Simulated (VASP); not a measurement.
# MgB5 (P1) in VASP: notebook

The runs below take MgB5 through single point, relaxation of cell and atoms, with PBE.

All numbers are computed with VASP 6.6.1; they aren't measurements. Logs are shortened: lines on timing, memory, paths and dates and some standing lists are left out, and cuts for length are marked.

**1. The cell of the first run**

The typed cell holds 12 atoms: a = 2.934 Å, b = 4.497 Å, c = 8.245 Å, α = 78.13°, β = 81.08°, γ = 71.51°.

**2. Single point, PBE**

INCAR reads:

```
PREC = Accurate
ENCUT = 520
EDIFF = 1E-7
ISMEAR = 0
SIGMA = 0.1
LREAL = False
LASPH = True
NELM = 100
ALGO = Normal
ISIF = 2
LWAVE = False
LCHARG = False
GGA = PE
NBANDS = 29
```

KPOINTS reads:

```
Automatic mesh
0
Gamma
  6 4 2
```

POSCAR reads:

```
MgB5
1.0
    2.9288258589      0.1641674949      0.0711715783
    1.1786705817      4.3291144720      0.2987902718
    1.0316893360      0.9190076835      8.1286258647
Mg B
2 10
Direct
    0.4011646799      0.0230531892      0.0488916617
    0.9544220796      0.5399490647      0.5388859180
    0.1836769759      0.2977965636      0.2947004684
    0.6936925579      0.8239486375      0.7912605523
    0.0221591890      0.6736499130      0.2227725488
    0.7342971760      0.1950153424      0.7877259640
    0.7720224762      0.4696977294      0.9354561984
    0.2613925586      0.0099228757      0.4490295661
    0.6603231205      0.4608512302      0.1585454393
    0.1892146805      0.9280508279      0.6610746469
    0.8118938260      1.0220526212      0.3114650948
    0.3157406799      0.5560120055      0.8001919415
```

Potentials or basis: VASP PAW PBE potentials, release 64 (Mg, B).

Run with:

```
cat potpaw_PBE.64/Mg/POTCAR potpaw_PBE.64/B/POTCAR > POTCAR
mpirun -np 1 vasp_std > vasp.out
```

OUTCAR:

```text
PREC = Accurate
   ENCUT = 520
   EDIFF = 1E-7
   ISMEAR = 0
   LREAL = False
   LASPH = True
   NELM = 100
   ISIF = 2
   GGA = PE

 ion  position               nearest neighbor table
   1  0.401  0.023  0.049-   6 2.31   5 2.33   7 2.39   4 2.40   9 2.42   5 2.43   3 2.48   7 2.53
                            11 2.55   9 2.61  11 2.63   9 2.68   7 2.68  12 2.79
   2  0.954  0.540  0.539-   3 2.39   6 2.44   8 2.49   8 2.49  10 2.50   8 2.50  11 2.53   5 2.54
                             4 2.55  12 2.57  10 2.58  12 2.62  10 2.63
   3  0.184  0.298  0.295-   8 1.60   5 1.61  11 1.87  11 1.87   9 1.89   9 1.91   2 2.39   1 2.48

   4  0.694  0.824  0.791-   6 1.70   7 1.75  10 1.80  12 1.84  10 1.85  12 1.86   1 2.40   2 2.55

   5  0.022  0.674  0.223-   3 1.61  11 1.76   9 1.83   9 1.86   1 2.33   1 2.43   2 2.54
   6  0.734  0.195  0.788-   4 1.70  12 1.71  10 1.84   7 1.94   1 2.31   2 2.44
   7  0.772  0.470  0.935-   4 1.75  12 1.77   9 1.81  12 1.90   6 1.94   1 2.39   1 2.53   1 2.68

   8  0.261  0.010  0.449-   3 1.60  10 1.71  11 1.83  11 1.85   2 2.49   2 2.49   2 2.50
   9  0.660  0.461  0.159-   7 1.81   5 1.83   5 1.86   3 1.89   3 1.91  11 2.07   1 2.42   1 2.61
                             1 2.68
  10  0.189  0.928  0.661-   8 1.71  12 1.79   4 1.80   6 1.84   4 1.85   2 2.50   2 2.58   2 2.63

  11  0.812  0.022  0.311-   5 1.76   8 1.83   8 1.85   3 1.87   3 1.87   9 2.07   2 2.53   1 2.55
                             1 2.63
  12  0.316  0.556  0.800-   6 1.71   7 1.77  10 1.79   4 1.84   4 1.86   7 1.90   2 2.57   2 2.62
                             1 2.79

  LATTYP: Found a triclinic cell.
 ALAT       =     2.9342865013
 B/A-ratio  =     2.0785341868
 C/A-ratio  =     2.8327596848
 COS(alpha) =     0.0280066822
 COS(beta)  =     0.1992196548
 COS(gamma) =     0.7149049957

  Lattice vectors:

 A1 = (  -2.9288258589,  -0.1641674949,  -0.0711715783)
 A2 = (  -4.1074964406,  -4.4932819669,  -0.3699618501)
 A3 = (  -1.8971365229,   0.7548401886,   8.0574542864)

Analysis of symmetry for initial positions (statically):
=====================================================================
 Subroutine PRICEL returns:
 Original cell was already a primitive cell.

 Routine SETGRP: Setting up the symmetry group for a
 triclinic supercell.

 Subroutine GETGRP returns: Found  1 space group operations
 (whereof  1 operations were pure point group operations)
 out of a pool of  2 trial point group operations.

The static configuration has the point symmetry C_1 .

Analysis of symmetry for dynamics (positions and initial velocities):
=====================================================================
 Subroutine PRICEL returns:
 Original cell was already a primitive cell.

 Routine SETGRP: Setting up the symmetry group for a
 triclinic supercell.

 Subroutine GETGRP returns: Found  1 space group operations
 (whereof  1 operations were pure point group operations)
 out of a pool of  2 trial point group operations.

The dynamic configuration has the point symmetry C_1 .

 Subroutine INISYM returns: Found  1 space group operations
 (whereof  1 operations are pure point group operations),
 and found     1 'primitive' translations

----------------------------------------------------------------------------------------

                                     Primitive cell

  volume of cell :     100.4974

  direct lattice vectors                    reciprocal lattice vectors
     2.928825859  0.164167495  0.071171578     0.347423635 -0.092268221 -0.033663507
     1.178670582  4.329114472  0.298790272    -0.012627683  0.236164418 -0.025097608
     1.031689336  0.919007683  8.128625865    -0.002577762 -0.007873010  0.124239302

  length of vectors
     2.934286501  4.496640088  8.245211729     0.361039941  0.237829730  0.124515193

  position of ions in fractional coordinates (direct lattice)
     0.401164680  0.023053189  0.048891662
     0.954422080  0.539949065  0.538885918
     0.183676976  0.297796564  0.294700468
     0.693692558  0.823948638  0.791260552
     0.022159189  0.673649913  0.222772549
     0.734297176  0.195015342  0.787725964
     0.772022476  0.469697729  0.935456198
     0.261392559  0.009922876  0.449029566
     0.660323121  0.460851230  0.158545439
     0.189214681  0.928050828  0.661074647
     0.811893826  0.022052621  0.311465095
     0.315740680  0.556012006  0.800191942

  ion indices of the primitive-cell ions
   primitive index   ion index
                 1           1
                 2           2
                 3           3
                 4           4
                 5           5
                 6           6
                 7           7
                 8           8
                 9           9
                10          10
                11          11
                12          12

----------------------------------------------------------------------------------------

 KPOINTS: Automatic mesh

Automatic generation of k-mesh.
 Grid dimensions read from file:
 generate k-points for:    6    4    2

 Generating k-lattice:

  Cartesian coordinates                     Fractional coordinates (reciprocal lattice)
     0.057903939 -0.015378037 -0.005610585     0.166666667 -0.000000000 -0.000000000
    -0.003156921  0.059041104 -0.006274402     0.000000000  0.250000000  0.000000000
    -0.001288881 -0.003936505  0.062119651     0.000000000  0.000000000  0.500000000

  Length of vectors
     0.060173323  0.059457433  0.062257597

  Shift w.r.t. Gamma in fractional coordinates (k-lattice)
     0.000000000  0.000000000  0.000000000

 Subroutine IBZKPT returns following result:
 ===========================================

 Found     28 irreducible k-points:

 Following reciprocal coordinates:
            Coordinates               Weight
  0.000000  0.000000  0.000000      1.000000
  0.166667 -0.000000  0.000000      2.000000
  0.333333  0.000000  0.000000      2.000000
  0.500000  0.000000  0.000000      1.000000
  0.000000  0.250000 -0.000000      2.000000
  0.166667  0.250000  0.000000      2.000000
[... 16 lines left out ...]
 -0.333333  0.250000  0.500000      2.000000
 -0.166667  0.250000  0.500000      2.000000
 [... further k-points ...]
[... 15 lines left out ...]
   LASPH  =      T    aspherical Exc in radial PAW
   ENCUT  =  520.0 eV  38.22 Ry    6.18 a.u.   5.46  8.36 15.33*2*pi/ulx,y,z
   NELM   =    100;   NELMIN=  2; NELMDL= -5     # of ELM steps
   EDIFF  = 0.1E-06   stopping-criterion for ELM
   LREAL  =      F    real-space projection
   EDIFFG = 0.1E-05   stopping-criterion for IOM
   NSW    =      0    number of steps for IOM
   IBRION =     -1    ionic relax: 0-MD 1-quasi-New 2-CG
   NFREE  =      0    steps in history (QN), initial steepest desc. (CG)
   ISIF   =      2    stress and relaxation
   ISYM   =      2    0-nonsym 1-usesym 2-fastsym
   POTIM  = 0.5000    time-step for ionic-motion
   TEBEG  =    0.0;   TEEND  =   0.0 temperature during run
   PSTRESS=    0.0 pullay stress
   NELECT =      34.0000    total number of electrons
   NUPDOWN=      -1.0000    fix difference up-down
   EMIN   =  10.00;   EMAX   =-10.00  energy-range for DOS
   EFERMI =   0.00;   METHOD = LEGACY
   ISMEAR =     0;   SIGMA  =   0.10  broadening in eV -4-tet -1-fermi 0-gaus
   EFERMI_NEDOS =   21; number of points for ismear=-14 and -15
   IALGO  =     38    algorithm
   IMIX   =      4    mixing-type and parameters
     AMIX     =   0.40;   BMIX     =  1.00
     AMIX_MAG =   1.60;   BMIX_MAG =  1.00
  volume/ion in A,a.u.               =       8.37        56.52
  Fermi-wavevector in a.u.,A,eV,Ry     =   1.140730  2.155667 17.704788  1.301265
  Thomas-Fermi vector in A             =   2.277432
   LORBIT       =      0    0 simple, 1 ext, 2 COOP (PROOUT), +10 PAW based schemes
   GGA     = PE    functional components
   LHFCALC =     F    Hartree Fock is set to
   AEXX    =    0.0000 exact exchange contribution
   IVDW    =     0    specifies the selected vdW correction
   LEPSILON=     F    determine dielectric tensor
   LRPA    =     F    only Hartree local field effects (RPA)
 non-spin polarized calculation
 Gauss-broadening in eV      SIGMA  =   0.10
  energy-cutoff  :      520.00
  volume of cell :      100.50
 maximum number of plane-waves:      2736
 NGX is ok and might be reduce to    24
   NGX = 11   NGY = 17   NGZ = 31

 number of electron      34.0000000 magnetization

 Free energy of the ion-electron system (eV)
  ---------------------------------------------------
  ext. energy  EPLUGINS =         0.00000000
  ---------------------------------------------------
  free energy    TOTEN  =       -68.51942257 eV

  energy without entropy =      -68.51363093  energy(sigma->0) =      -68.51652675

 E-fermi :   6.2453     XC(G=0): -11.2551

 val. band max:        6.1206290413   @ k =   0.1667   0.5000   0.5000
 cond. band min:       6.2620825607   @ k =   0.5000  -0.0000   0.5000
 fundamental gap:      0.1414535195
 Fermi energy:         6.2452535446

 k-point     1 :       0.0000    0.0000    0.0000
  band No.  band energies     occupation
      1      -8.8081      2.00000
      2      -7.9571      2.00000
      3      -5.3565      2.00000
      4      -3.1507      2.00000
      5      -1.8299      2.00000
      6      -1.4842      2.00000
[... 21 lines left out ...]
     28      13.4552      0.00000
     29      14.4376      0.00000

 k-point     2 :       0.1667   -0.0000    0.0000
  band No.  band energies     occupation
      1      -8.3996      2.00000
      2      -7.5678      2.00000
      3      -4.9971      2.00000
      4      -3.1081      2.00000
      5      -1.9351      2.00000
      6      -1.0039      2.00000
[... 21 lines left out ...]
     28      13.5847      0.00000
     29      13.9936      0.00000

 k-point     3 :       0.3333    0.0000    0.0000
  band No.  band energies     occupation
      1      -7.1959      2.00000
      2      -6.4123      2.00000
      3      -4.0880      2.00000
      4      -3.0893      2.00000
      5      -2.0110      2.00000
      6      -1.7317      2.00000
[... 21 lines left out ...]
     28      13.9988      0.00000
     29      14.3565      0.00000

 k-point     4 :       0.5000    0.0000    0.0000
  band No.  band energies     occupation
      1      -5.4236      2.00000
      2      -5.2341      2.00000
      3      -4.6681      2.00000
      4      -4.2391      2.00000
      5      -2.6168      2.00000
      6      -2.0179      2.00000
[... 597 lines left out ...]
     28      13.3521      0.00000
     29      14.0357      0.00000

 k-point    23 :      -0.3333    0.2500    0.5000
  band No.  band energies     occupation
      1      -6.5662      2.00000
      2      -6.1192      2.00000
      3      -4.5648      2.00000
      4      -4.1461      2.00000
      5      -2.6188      2.00000
      6      -2.2591      2.00000
[... 21 lines left out ...]
     28      13.0119      0.00000
     29      13.9917      0.00000

 k-point    24 :      -0.1667    0.2500    0.5000
  band No.  band energies     occupation
      1      -7.7969      2.00000
      2      -7.3850      2.00000
      3      -5.1365      2.00000
      4      -4.8512      2.00000
      5      -2.2953      2.00000
      6      -2.0484      2.00000
[... 21 lines left out ...]
     28      13.2293      0.00000
     29      13.6701      0.00000

 [... further k-points ...]
[... 5 lines left out ...]
  --------------------------------------------------------------------------------------
  -------------------------------------------------------------------------------------
  Total        0.0241596     -0.0385854     -0.0353531      0.0023122      0.0085017      0.0605271
  in kB        0.3851643     -0.6151467     -0.5636166      0.0368623      0.1355378      0.9649521
  external PRESSURE =      -0.2645330 kB  Pullay stress =       0.0000000 kB

 VOLUME and BASIS-vectors are now :
 -----------------------------------------------------------------------------
  energy-cutoff  :      520.00
  volume of cell :      100.50
      direct lattice vectors                 reciprocal lattice vectors
     2.928825859  0.164167495  0.071171578     0.347423635 -0.092268221 -0.033663507
     1.178670582  4.329114472  0.298790272    -0.012627683  0.236164418 -0.025097608
     1.031689336  0.919007683  8.128625865    -0.002577762 -0.007873010  0.124239302

 POSITION                                       TOTAL-FORCE (eV/Angst)
 -----------------------------------------------------------------------------------
      1.25255      0.21059      0.43286        -0.003398      0.007499      0.008133
      3.98772      2.98943      4.60966         0.003377      0.002970     -0.008461
      1.19300      1.59018      2.49756        -0.002191     -0.002894     -0.018278
      3.81920      4.40802      6.72742         0.006291     -0.012934     -0.009285
      1.08874      3.12468      2.01369        -0.005130      0.017972     -0.005374
      3.19318      1.68872      6.51366         0.000671      0.013970     -0.000568
      3.77984      3.01981      7.79926        -0.001058     -0.006643      0.008686
      1.24053      0.49853      3.67156        -0.003072     -0.015238      0.025098
      2.64073      2.24919      1.47345         0.002748     -0.000688     -0.004122
      2.33007      4.65623      5.66439        -0.002878     -0.011964      0.009613
      2.72522      0.51499      2.59616         0.006579      0.003276      0.001694
      2.40565      3.19426      6.69306        -0.001941      0.004673     -0.007135
 -----------------------------------------------------------------------------------
    total drift:                               -0.000034      0.000007      0.000087

  FREE ENERGIE OF THE ION-ELECTRON SYSTEM (eV)
  ---------------------------------------------------
  free  energy   TOTEN  =       -68.5194225748 eV

  energy  without entropy=      -68.5136309285  energy(sigma->0) =      -68.51652675
```

Run time: 78 s. Hardware: 1 thread of Intel Xeon Platinum 8375C at 2.90GHz (Ice Lake), shared host; peak memory 0.25 GiB.

What came out:

| Item | Value |
| --- | --- |
| Free energy | -68.5194 eV |
| Pressure | 0.0 GPa |
| Largest force | 0.030 eV/Å |
| Band gap on the k mesh | zero (bands 17 and 18 overlap by 1.69 eV) |

Forces in eV/Å, atoms in the order of the input:
```
Mg  -0.003  0.007  0.008
Mg   0.003  0.003 -0.008
B   -0.002 -0.003 -0.018
B    0.006 -0.013 -0.009
B   -0.005  0.018 -0.005
B    0.001  0.014 -0.001
B   -0.001 -0.007  0.009
B   -0.003 -0.015  0.025
B    0.003 -0.001 -0.004
B   -0.003 -0.012  0.010
B    0.007  0.003  0.002
B   -0.002  0.005 -0.007
```

Caveat: the k points lie up to 0.39 Å⁻¹ apart, too coarse for converged energies and pressures of a metal.

**3. Relaxation of cell and atoms, PBE**

This run uses another cell than the first one, of 8.16 Å³/atom.

INCAR reads:

```
SYSTEM = MgB5
ALGO = Normal
EDIFF = 1E-6
EDIFFG = -0.04
ENCUT = 600
GGA = PE
IBRION = 2
ISIF = 3
ISMEAR = 0
LASPH = .True.
LCHARG = .False.
LREAL = .False.
LWAVE = .False.
NELM = 60
NSW = 90
PREC = Accurate
SIGMA = 0.1
```

KPOINTS reads:

```
k-points
0
Gamma
  6 4 2
  0 0 0
```

POSCAR reads:

```
MgB5
1.0
    2.9737415507      0.0000000000      0.0000000000
    0.9602987787      4.2183368180      0.0000000000
    0.8377182762      0.3572807018      7.8091933779
Mg B
2 10
Direct
    0.1249748334      0.0087492350      0.0174771043
    0.8568980780      0.5140575754      0.5303020906
    0.3163232503      0.2573684639      0.2878632629
    0.7411519574      0.8379306398      0.7907677264
    0.1021812618      0.6361389304      0.2444776975
    0.6777505597      0.2298990313      0.7766015990
    0.7579408589      0.5033988248      0.9356358689
    0.3588864282      0.0007150394      0.4581226291
    0.6580046746      0.4990391399      0.1475568791
    0.2380389381      0.9769873731      0.6696634881
    0.8914239810      0.9704313553      0.3352859173
    0.2764251784      0.5652843919      0.8062457368
```

Potentials or basis: VASP PAW PBE potentials, release 64 (Mg, B).

Run with:

```
cat potpaw_PBE.64/Mg/POTCAR potpaw_PBE.64/B/POTCAR > POTCAR
mpirun -np 1 vasp_std > vasp.out
```

Wall time 24 min (1 thread of Intel Xeon Platinum 8375C at 2.90GHz (Ice Lake), shared host); peak memory 0.27 GiB.

Results (log left out):

```
Free energy                           : -68.5262 eV
Relaxed volume                        : 8.37 Å³/atom
Relaxed cell                          : a = 2.935 Å, b = 4.497 Å, c = 8.250 Å, α = 78.02°, β = 80.96°, γ = 71.46°
Space group after relaxing (to 0.1 Å) : P1 (No. 1)
Energy gained by relaxing             : 116.1 meV/atom
Ionic steps                           : 46
Pressure after relaxing               : 0.0 GPa
Largest force after relaxing          : 0.040 eV/Å
Band gap on the k mesh                : zero (bands 17 and 18 overlap by 1.68 eV)
```

Forces on the atoms (eV/Å):
```
Mg  -0.007 -0.019 -0.004
Mg  -0.014 -0.002 -0.004
B   -0.001 -0.021 -0.001
B    0.020 -0.007 -0.018
B   -0.009  0.009  0.013
B   -0.008  0.010 -0.001
B    0.019 -0.004  0.009
B   -0.022  0.023  0.000
B    0.004 -0.017 -0.013
B    0.017  0.001 -0.003
B   -0.030  0.023  0.013
B    0.031  0.002  0.008
```

Stress tensor (GPa, compression positive):
```
-0.03 -0.02 -0.04
-0.02  0.02 -0.05
-0.04 -0.05 -0.03
```

The path:
| step | energy change (eV) | largest force (eV/Å) | pressure (GPa) | volume (Å³) |
| --- | --- | --- | --- | --- |
| 1 | 0.0000 | 1.5836 | 5.52 | 97.96 |
| 3 | -0.3754 | 0.9818 | 0.71 | 100.79 |
| 5 | -0.5434 | 0.9973 | -2.28 | 102.85 |
| 7 | -0.6474 | 0.5784 | 0.34 | 101.95 |
| 9 | -0.7000 | 0.6171 | 0.79 | 101.82 |
| 11 | -0.7550 | 0.3865 | -0.37 | 102.49 |
| 13 | -0.7970 | 0.5024 | -0.17 | 102.42 |
| 15 | -0.8487 | 0.7641 | 0.48 | 102.13 |
| 17 | -0.8955 | 0.6565 | -0.34 | 102.23 |
| 19 | -0.9831 | 0.5192 | -0.60 | 101.85 |
| 21 | -1.0011 | 0.7126 | -0.63 | 101.59 |
| 23 | -1.0949 | 0.5495 | 0.46 | 100.82 |
| 25 | -1.1053 | 0.6373 | 0.96 | 100.53 |
| 27 | -1.2099 | 0.5193 | 0.04 | 100.90 |
| 29 | -1.2894 | 0.4375 | -0.92 | 101.22 |
| 31 | -1.3387 | 0.5205 | 0.32 | 100.29 |
| 33 | -1.3539 | 0.3016 | 0.53 | 100.22 |
| 35 | -1.3652 | 0.2575 | -0.15 | 100.62 |
| 37 | -1.3736 | 0.2197 | -0.44 | 100.78 |
| 39 | -1.3812 | 0.1731 | 0.09 | 100.49 |
| 41 | -1.3879 | 0.2534 | 0.21 | 100.38 |
| 43 | -1.3913 | 0.1139 | 0.02 | 100.45 |
| 45 | -1.3930 | 0.0530 | -0.03 | 100.50 |
| 46 | -1.3935 | 0.0400 | -0.01 | 100.49 |

Final structure:
```cif
data_structure
_symmetry_space_group_name_H-M 'P 1'
_symmetry_Int_Tables_number 1
_cell_length_a 2.9347
_cell_length_b 4.4971
_cell_length_c 8.2499
_cell_angle_alpha 78.023
_cell_angle_beta 80.960
_cell_angle_gamma 71.460
_cell_volume 100.49
loop_
_atom_site_label
_atom_site_type_symbol
_atom_site_fract_x
_atom_site_fract_y
_atom_site_fract_z
_atom_site_occupancy
Mg1 Mg 0.40165 0.02476 0.04926 1
Mg2 Mg 0.95905 0.53913 0.53889 1
B1 B 0.18548 0.29753 0.29470 1
B2 B 0.69043 0.82413 0.79142 1
B3 B 0.02263 0.67354 0.22243 1
B4 B 0.73135 0.19540 0.78720 1
B5 B 0.76932 0.47008 0.93551 1
B6 B 0.26422 0.00867 0.44905 1
B7 B 0.66090 0.46122 0.15855 1
B8 B 0.18719 0.92812 0.66118 1
B9 B 0.81514 0.02124 0.31151 1
B10 B 0.31265 0.55616 0.80031 1
```

Levels at points of the mesh, in eV from the Fermi level:
```
           k point  band 14  band 15  band 16  band 17  band 18  band 19  band 20  band 21
(0.00, 0.00, 0.00)    -1.67    -1.60    -0.90    -0.61     1.13     1.26     3.62     4.04
(0.50, 0.00, 0.00)    -3.28    -2.75    -2.13    -1.74    -0.46     0.66     2.33     2.70
(0.00, 0.50, 0.00)    -1.76     0.55     0.67     1.05     1.80     2.94     3.31     3.65
(0.50, 0.50, 0.00)    -3.39    -2.26    -1.94    -1.74    -0.32     0.88     1.97     2.83
(0.00, 0.00, 0.50)    -2.90    -0.67    -0.37     0.07     0.98     1.38     2.65     3.97
(0.50, 0.00, 0.50)    -2.96    -2.54    -1.99    -1.76     0.03     0.74     2.18     2.97
(0.00, 0.50, 0.50)    -1.21    -0.80     0.10     1.03     2.07     2.89     3.45     3.85
(0.50, 0.50, 0.50)    -3.35    -2.70    -1.93    -1.77    -0.31     0.50     1.81     3.26
```

Caveat: the k points lie up to 0.39 Å⁻¹ apart in the final cell, too coarse for converged energies and pressures of a metal.

The gap in the log of VASP goes by the Fermi energy; the results here count the filled bands.